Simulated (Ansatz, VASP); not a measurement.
# One calculation of Fe, two programs

```xyz
1
Lattice="0.0000 1.9612 1.9651 1.5134 0.0000 1.9651 1.5134 1.9612 0.0000" Properties=species:S:1:pos:R:3 pbc="T T T"
Fe    0.0000    0.0000    0.0000
```

Change from the starting cell: equal xx and yy strain of +1 %, PAW files.

Alike in both runs: task electric field gradients; functional PBE; k mesh 16 × 16 × 16; occupations fermi-dirac, width 0.05 eV; collinear spin.

|  | VASP | Ansatz |
| --- | --- | --- |
| version | VASP 6.6.1 | Ansatz 0.2.0 |
| potentials or method | VASP PAW PBE potentials, release 64 (Fe) | PAW with Ansatz's default frozen-core files, scalar-relativistic |
| plane-wave cutoff (eV) | 520 | 420 |
| valence electrons in the cell | 8 | 16 |

VASP gave:

| Property | Result |
| --- | --- |
| pressure (GPa) | -3.6 |
| traceless stress, the component that is largest in VASP (GPa) | -5.29 |
| net moment per atom (μB) | 2.27 |
| size of the moment on the site where the two differ most (μB) | 2.27 |
| size of Vzz on the site where it differs most (V/Å²) | 5.7 |

Task: Estimate Ansatz's values.

Result: Pressure (GPa): -3.8; traceless stress, the component that is largest in VASP (GPa): -5.31; net moment per atom (μB): 2.24; size of the moment on the site where the two differ most (μB): 2.29; size of Vzz on the site where it differs most (V/Å²): 6.3.

Site moments also hang on the region over which each program counts them. The functional is the same, so the differences come from potentials, cutoffs and numerics. VASP's potentials hold 8 valence electrons a cell and Ansatz's 16, so a difference there can come from the potentials and not from the codes.
